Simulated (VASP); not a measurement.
# Re in VASP: single point with PBE

Aim: the single point of Re with PBE.

All numbers are computed with VASP 6.6.1; they aren't measurements. Logs are shortened: lines on timing, memory, paths and dates and some standing lists are left out, and cuts for length are marked.

**1. The cell of the first run**

The cell holds a slab with vacuum, 6 atoms: a = 2.775 Å, b = 2.775 Å, c = 24.209 Å, α = 90.00°, β = 90.00°, γ = 120.00°.

**2. Single point, PBE**

Input file INCAR:

```
SYSTEM = Re
ALGO     = Normal         ! electronic algorithm
DIPOL    = 0.5 0.5 0.500
EDIFF    = 1E-6           ! SCF threshold, eV
ENCUT    = 410            ! plane-wave cutoff, eV
GGA      = PE             ! functional
GGA_COMPAT= .FALSE.      
IDIPOL   = 3            
ISIF     = 2              ! what is computed and relaxed
ISMEAR   = -1             ! smearing method
LASPH    = .TRUE.         ! aspherical terms in the spheres
LCHARG   = .FALSE.        ! write CHGCAR
LDIPOL   = .TRUE.       
LREAL    = .FALSE.        ! projectors in reciprocal space
LWAVE    = .FALSE.        ! write WAVECAR
NBANDS   = 54             ! bands
NELM     = 120            ! most SCF steps
NELMDL   = -8           
PREC     = Accurate       ! precision mode
SIGMA    = 0.05           ! smearing width, eV
```

Input file KPOINTS:

```
k-points
0
G
  14 14 1
  0 0 0
```

Input file POSCAR:

```
Re
1.0
    2.7751003076      0.0000000000      0.0000000000
   -1.3875501538      2.4033073644      0.0000000000
    0.0000000000      0.0000000000     24.2093000000
Re
6
Direct
    0.8333333333      0.1666666667      0.2722437504
    0.1666666667      0.8333333333      0.3589505232
    0.8333333333      0.1666666667      0.4553392756
    0.1666666667      0.8333333333      0.5446607227
    0.8333333333      0.1666666667      0.6410494778
    0.1666666667      0.8333333333      0.7277562504
```

Potentials or basis: VASP PAW PBE potentials, release 64 (Re_sv_GW).

On the command line:

```console
> cat potpaw_PBE.64/Re_sv_GW/POTCAR > POTCAR
> mpirun -np 1 vasp_std > vasp.out
```

OUTCAR:

```text
SYSTEM = Re
   EDIFF = 1E-6
   ENCUT = 410
   GGA = PE
   ISIF = 2
   ISMEAR = -1
   LASPH = .TRUE.
   LREAL = .FALSE.
   NELM = 120
   NELMDL = -8
   PREC = Accurate

 ion  position               nearest neighbor table
   1  0.833  0.167  0.272-   2 2.64   2 2.64   2 2.64
   2  0.167  0.833  0.359-   1 2.64   1 2.64   1 2.64   3 2.83   3 2.83   3 2.83
   3  0.833  0.167  0.455-   4 2.69   4 2.69   4 2.69   2 2.83   2 2.83   2 2.83
   4  0.167  0.833  0.545-   3 2.69   3 2.69   3 2.69   5 2.83   5 2.83   5 2.83
   5  0.833  0.167  0.641-   6 2.64   6 2.64   6 2.64   4 2.83   4 2.83   4 2.83
   6  0.167  0.833  0.728-   5 2.64   5 2.64   5 2.64

  LATTYP: Found a hexagonal cell.
 ALAT       =     2.7751003076
 C/A-ratio  =     8.7237567355

  Lattice vectors:

 A1 = (   2.7751003076,   0.0000000000,   0.0000000000)
 A2 = (  -1.3875501538,   2.4033073644,   0.0000000000)
 A3 = (   0.0000000000,   0.0000000000,  24.2093000000)

Analysis of symmetry for initial positions (statically):
=====================================================================
 Subroutine PRICEL returns:
 Original cell was already a primitive cell.

 Routine SETGRP: Setting up the symmetry group for a
 hexagonal supercell.

 Subroutine GETGRP returns: Found 12 space group operations
 (whereof  4 operations were pure point group operations)
 out of a pool of 24 trial point group operations.

The static configuration has the point symmetry C_2h.
 The point group associated with its full space group is D_3d.

Analysis of symmetry for dynamics (positions and initial velocities):
=====================================================================
 Subroutine PRICEL returns:
 Original cell was already a primitive cell.

 Routine SETGRP: Setting up the symmetry group for a
 hexagonal supercell.

 Subroutine GETGRP returns: Found 12 space group operations
 (whereof  4 operations were pure point group operations)
 out of a pool of 24 trial point group operations.

The dynamic configuration has the point symmetry C_2h.
 The point group associated with its full space group is D_3d.

 Subroutine INISYM returns: Found 12 space group operations
 (whereof  4 operations are pure point group operations),
 and found     1 'primitive' translations

----------------------------------------------------------------------------------------

                                     Primitive cell

  volume of cell :     161.4620

  direct lattice vectors                    reciprocal lattice vectors
     2.775100308  0.000000000  0.000000000     0.360347335  0.208046631  0.000000000
    -1.387550154  2.403307364  0.000000000     0.000000000  0.416093262  0.000000000
     0.000000000  0.000000000 24.209300000     0.000000000  0.000000000  0.041306440

  length of vectors
     2.775100308  2.775100308 24.209300000     0.416093262  0.416093262  0.041306440

  position of ions in fractional coordinates (direct lattice)
     0.833333333  0.166666667  0.272243750
     0.166666667  0.833333333  0.358950523
     0.833333333  0.166666667  0.455339276
     0.166666667  0.833333333  0.544660723
     0.833333333  0.166666667  0.641049478
     0.166666667  0.833333333  0.727756250

  ion indices of the primitive-cell ions
   primitive index   ion index
                 1           1
                 2           2
                 3           3
                 4           4
                 5           5
                 6           6

----------------------------------------------------------------------------------------

 KPOINTS: k-points

Automatic generation of k-mesh.
 Grid dimensions read from file:
 generate k-points for:   14   14    1

 Generating k-lattice:

  Cartesian coordinates                     Fractional coordinates (reciprocal lattice)
     0.025739095  0.014860474  0.000000000     0.071428571  0.000000000  0.000000000
     0.000000000  0.029720947  0.000000000     0.000000000  0.071428571  0.000000000
     0.000000000  0.000000000  0.041306440     0.000000000  0.000000000  1.000000000

  Length of vectors
     0.029720947  0.029720947  0.041306440

  Shift w.r.t. Gamma in fractional coordinates (k-lattice)
     0.000000000  0.000000000  0.000000000

 Subroutine IBZKPT returns following result:
 ===========================================

 Found     24 irreducible k-points:

 Following reciprocal coordinates:
            Coordinates               Weight
  0.000000  0.000000  0.000000      1.000000
  0.071429  0.000000  0.000000      6.000000
  0.142857  0.000000  0.000000      6.000000
  0.214286 -0.000000  0.000000      6.000000
  0.285714 -0.000000  0.000000      6.000000
  0.357143 -0.000000  0.000000      6.000000
[... 16 lines left out ...]
  0.285714  0.285714  0.000000      6.000000
  0.357143  0.285714  0.000000      6.000000
   k-points           NKPTS =     24   k-points in BZ     NKDIM =     24   number of bands    NBANDS=     54
   number of dos      NEDOS =    301   number of ions     NIONS =      6
   total plane-waves  NPLWV =  51840
   dimension x,y,z NGX =    18 NGY =   18 NGZ =  160
   dimension x,y,z NGXF=    36 NGYF=   36 NGZF=  320
   ions per type =               6
   NGX,Y,Z   is equivalent  to a cutoff of  10.78, 10.78, 10.99 a.u.
   NGXF,Y,Z  is equivalent  to a cutoff of  21.57, 21.57, 21.97 a.u.
 SYSTEM =  Re
   PREC   = accura    normal or accurate (medium, high low for compatibility)
   ISTART =      0    job   : 0-new  1-cont  2-samecut
   ICHARG =      2    charge: 1-file 2-atom 10-const
   ISPIN  =      1    spin polarized calculation?
   LNONCOLLINEAR =      F non collinear calculations
   LSORBIT =      F    spin-orbit coupling
   LASPH  =      T    aspherical Exc in radial PAW
   ENCUT  =  410.0 eV  30.13 Ry    5.49 a.u.   4.58  4.58 39.97*2*pi/ulx,y,z
   NELM   =    120;   NELMIN=  2; NELMDL= -8     # of ELM steps
   EDIFF  = 0.1E-05   stopping-criterion for ELM
   LREAL  =      F    real-space projection
   EDIFFG = 0.1E-04   stopping-criterion for IOM
   NSW    =      0    number of steps for IOM
   IBRION =     -1    ionic relax: 0-MD 1-quasi-New 2-CG
   NFREE  =      0    steps in history (QN), initial steepest desc. (CG)
   ISIF   =      2    stress and relaxation
   ISYM   =      2    0-nonsym 1-usesym 2-fastsym
   POTIM  = 0.5000    time-step for ionic-motion
   TEBEG  =    0.0;   TEEND  =   0.0 temperature during run
   PSTRESS=    0.0 pullay stress
   NELECT =      90.0000    total number of electrons
   NUPDOWN=      -1.0000    fix difference up-down
   EMIN   =  10.00;   EMAX   =-10.00  energy-range for DOS
   EFERMI =   0.00;   METHOD = LEGACY
   ISMEAR =    -1;   SIGMA  =   0.05  broadening in eV -4-tet -1-fermi 0-gaus
   EFERMI_NEDOS =   21; number of points for ismear=-14 and -15
   IALGO  =     38    algorithm
   IMIX   =      4    mixing-type and parameters
     AMIX     =   0.40;   BMIX     =  1.00
     AMIX_MAG =   1.60;   BMIX_MAG =  1.00
  volume/ion in A,a.u.               =      26.91       181.60
  Fermi-wavevector in a.u.,A,eV,Ry     =   1.347304  2.546035 24.697676  1.815228
  Thomas-Fermi vector in A             =   2.475065
   LORBIT       =      0    0 simple, 1 ext, 2 COOP (PROOUT), +10 PAW based schemes
   GGA     = PE    functional components
   LHFCALC =     F    Hartree Fock is set to
   AEXX    =    0.0000 exact exchange contribution
   IVDW    =     0    specifies the selected vdW correction
   LEPSILON=     F    determine dielectric tensor
   LRPA    =     F    only Hartree local field effects (RPA)
 non-spin polarized calculation
  energy-cutoff  :      410.00
  volume of cell :      161.46
 maximum number of plane-waves:      3086
   NGX =  9   NGY =  9   NGZ = 79

 dipolmoment           0.000000      0.000000     -0.000000 electrons x Angstroem

 number of electron      90.0000031 magnetization

 dipolmoment           0.000000      0.000000      0.000001 electrons x Angstroem

 Free energy of the ion-electron system (eV)
  ---------------------------------------------------
  ext. energy  EPLUGINS =         0.00000000
  ---------------------------------------------------
  free energy    TOTEN  =       -82.08128327 eV

  energy without entropy =      -82.04046771  energy(sigma->0) =      -82.06087549

 E-fermi :   4.9766     XC(G=0):  -8.6383

 val. band max:        4.9649244490   @ k =   0.3571   0.1429   0.0000
 cond. band min:       4.9968046258   @ k =   0.4286   0.0714   0.0000
 fundamental gap:      0.0318801768
 Fermi energy:         4.9766028059

 k-point     1 :       0.0000    0.0000    0.0000
  band No.  band energies     occupation
      1     -74.8398      2.00000
      2     -74.8295      2.00000
      3     -74.8016      2.00000
      4     -74.7352      2.00000
      5     -74.6800      2.00000
      6     -74.6794      2.00000
[... 46 lines left out ...]
     53       6.2507      0.00000
     54       7.0023      0.00000

 k-point     2 :       0.0714    0.0000    0.0000
  band No.  band energies     occupation
      1     -74.8352      2.00000
      2     -74.8253      2.00000
      3     -74.7977      2.00000
      4     -74.7327      2.00000
      5     -74.6773      2.00000
      6     -74.6768      2.00000
[... 46 lines left out ...]
     53       6.2137      0.00000
     54       6.9450      0.00000

 k-point     3 :       0.1429    0.0000    0.0000
  band No.  band energies     occupation
      1     -74.8224      2.00000
      2     -74.8134      2.00000
      3     -74.7868      2.00000
      4     -74.7257      2.00000
      5     -74.6700      2.00000
      6     -74.6696      2.00000
[... 46 lines left out ...]
     53       6.2270      0.00000
     54       6.8418      0.00000
[... 1084 lines left out ...]
 k-point    23 :       0.2857    0.2857    0.0000
  band No.  band energies     occupation
      1     -74.7327      2.00000
      2     -74.7324      2.00000
      3     -74.7083      2.00000
      4     -74.6943      2.00000
      5     -74.6243      2.00000
      6     -74.6242      2.00000
[... 46 lines left out ...]
     53       8.8448      0.00000
     54       8.9187      0.00000

 k-point    24 :       0.3571    0.2857    0.0000
  band No.  band energies     occupation
      1     -74.7294      2.00000
      2     -74.7294      2.00000
      3     -74.7027      2.00000
      4     -74.6964      2.00000
      5     -74.6228      2.00000
      6     -74.6227      2.00000
[... 46 lines left out ...]
     53       8.4234      0.00000
     54       8.5045      0.00000

------------------------ aborting loop because EDIFF is reached ----------------------------------------

 vacuum level on the upper side and lower side of the slab       (xc-potential included)        -0.010        -0.010

  FORCE on cell =-STRESS in cart. coord.  units (eV):
  Direction    XX          YY          ZZ          XY          YZ          ZX
  --------------------------------------------------------------------------------------
  -------------------------------------------------------------------------------------
  Total       -2.9907631     -2.9907631     -0.6131005     -0.0000000      0.0000000     -0.0000000
  in kB      -29.6771614    -29.6771614     -6.0837593     -0.0000000      0.0000000     -0.0000000
  external PRESSURE =     -21.8126940 kB  Pullay stress =       0.0000000 kB

 VOLUME and BASIS-vectors are now :
 -----------------------------------------------------------------------------
  energy-cutoff  :      410.00
  volume of cell :      161.46
      direct lattice vectors                 reciprocal lattice vectors
     2.775100308  0.000000000  0.000000000     0.360347335  0.208046631  0.000000000
    -1.387550154  2.403307364  0.000000000     0.000000000  0.416093262  0.000000000
     0.000000000  0.000000000 24.209300000     0.000000000  0.000000000  0.041306440

 POSITION                                       TOTAL-FORCE (eV/Angst)
 -----------------------------------------------------------------------------------
      2.08133      0.40055      6.59083        -0.000000     -0.000000     -0.021767
     -0.69378      2.00276      8.68994        -0.000000      0.000000      0.020003
      2.08133      0.40055     11.02345         0.000000     -0.000000     -0.010506
     -0.69378      2.00276     13.18585         0.000000      0.000000      0.010506
      2.08133      0.40055     15.51936         0.000000     -0.000000     -0.020003
     -0.69378      2.00276     17.61847        -0.000000      0.000000      0.021767
 -----------------------------------------------------------------------------------
    total drift:                                0.000003     -0.000002      0.000252

  FREE ENERGIE OF THE ION-ELECTRON SYSTEM (eV)
  ---------------------------------------------------
  free  energy   TOTEN  =       -82.0812832683 eV

  energy  without entropy=      -82.0404677133  energy(sigma->0) =      -82.06087549

 vacuum level on the upper side and lower side of the slab         9.747         9.747
```

It took 8.1 min on 1 thread of Intel Xeon Platinum 8375C at 2.90GHz (Ice Lake), shared host; peak memory 0.27 GiB.

What came out:

- Free energy: -82.0813 eV
- Largest force: 0.022 eV/Å
- Band gap on the k mesh: zero (bands 45 and 46 overlap by 2.46 eV)

Forces on the atoms (eV/Å):
```
Re   0.000  0.000 -0.022
Re   0.000  0.000  0.020
Re   0.000  0.000 -0.011
Re   0.000  0.000  0.011
Re   0.000  0.000 -0.020
Re   0.000  0.000  0.022
```

Levels at points of the mesh, in eV from the Fermi level:
```tsv
k point	band 41	band 42	band 43	band 44	band 45	band 46	band 47	band 48	band 49	band 50
(0.00, 0.00, 0.00)	-1.35	-1.35	-1.08	-1.08	-1.02	-0.89	-0.89	0.27	0.62	0.62
(0.50, 0.00, 0.00)	-0.35	-0.15	0.34	1.28	1.57	1.84	2.89	3.00	3.47	3.87
```

Caveat: spin-orbit coupling is left out, which moves the levels of the heavy elements.

The gap in the log of VASP goes by the Fermi energy; the results here count the filled bands.